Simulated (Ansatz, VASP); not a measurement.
# Ta5Si in VASP and in Ansatz

```
Ta Si
1.0
     0.00000    3.58586    3.58586
     3.58586    0.00000    3.58586
     3.58586    3.58586    0.00000
Ta Si
5 1
Direct
  0.25000 0.25000 0.25000
  0.12500 0.62500 0.62500
  0.62500 0.62500 0.62500
  0.62500 0.12500 0.62500
  0.62500 0.62500 0.12500
  0.00000 0.00000 0.00000
```

Change from the starting cell: species swapped into the CaAu5 type (F-43m, No. 216).

Alike in both runs: task relaxation of cell and atoms; functional PBE; k mesh 4 × 4 × 4; occupations gaussian, width 0.1 eV; no spin polarisation.

|  | VASP | Ansatz |
| --- | --- | --- |
| version | VASP 6.6.1 | Ansatz 0.2.0 |
| potentials or method | VASP PAW PBE potentials, release 64 (Ta_pv, Si), cutoff 600 eV | scalar-relativistic, plane waves, PAW |
| valence electrons in the cell | 59 | 69 |

|  | VASP | Ansatz | Ansatz less VASP |
| --- | --- | --- | --- |
| gap on the k mesh at the Fermi level, each at its own relaxed structure (eV) | none | none | - |
| relaxed volume (Å³/atom) | 18.73 | 18.71 | -0.023 |
| relaxed cell length with the largest relative difference (Å) | 5.417 | 5.415 | -0.0022 |

A gap of «none» marks a metal or a gap that the smearing closes. VASP's potentials hold 59 valence electrons a cell and Ansatz's 69, so a difference there can come from the potentials and not from the codes.

The k mesh is coarse, so the values compare programs but aren't converged. Spin-orbit coupling is off throughout. Noted on VASP's run: the volume moved by over 15 % at a fixed basis, so the end points are rough.
